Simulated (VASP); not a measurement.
Here is a VASP 6.6.1 calculation.

INCAR

```
PREC = Accurate
ENCUT = 520
EDIFF = 1E-6
ISMEAR = 0
SIGMA = 0.2
LREAL = F
LASPH = T
NELM = 100
ALGO = Normal
ISIF = 2
LWAVE = F
LCHARG = F
GGA = PE
NBANDS = 50
```

Contents of KPOINTS:

```
regular mesh
0
Gamma
  2 4 4
```

The input POSCAR:

```
ScGa5S
1.0
    8.6582482911      0.0000000000      0.0000000000
    0.0000000000      2.7555592746      2.7604683023
    0.0000000000     -2.7555592746      2.7604683023
Sc Ga S
1 5 1
Direct
    0.5000000000      1.0086769202      1.0086769202
    0.7861287572      0.5102612055      0.0101637919
    0.2138712428      0.0101637919      0.5102612055
    0.7861287572      0.0101637919      0.5102612055
    0.2138712428      0.5102612055      0.0101637919
    0.0000000000      0.5097036927      0.5097036927
    0.5000000000      0.5082953824      0.5082953824
```

Potentials or basis: VASP PAW PBE potentials, release 64 (Sc_sv, Ga_d, S).

The run is started by

```sh
$ cat potpaw_PBE.64/Sc_sv/POTCAR potpaw_PBE.64/Ga_d/POTCAR potpaw_PBE.64/S/POTCAR > POTCAR
$ mpirun -np 1 vasp_std > vasp.out
```

(1) What does it give for the pressure?

(2) What does it give for the band gap on the k mesh?

(3) Estimate the largest force.

Results:

(1) 0.2 GPa.

(2) zero (band 41 reaches 6.66 eV, above the bottom of band 42 at 3.98 eV).

(3) 0.008 eV/Å.

Caveat: the k points lie up to 0.40 Å⁻¹ apart.
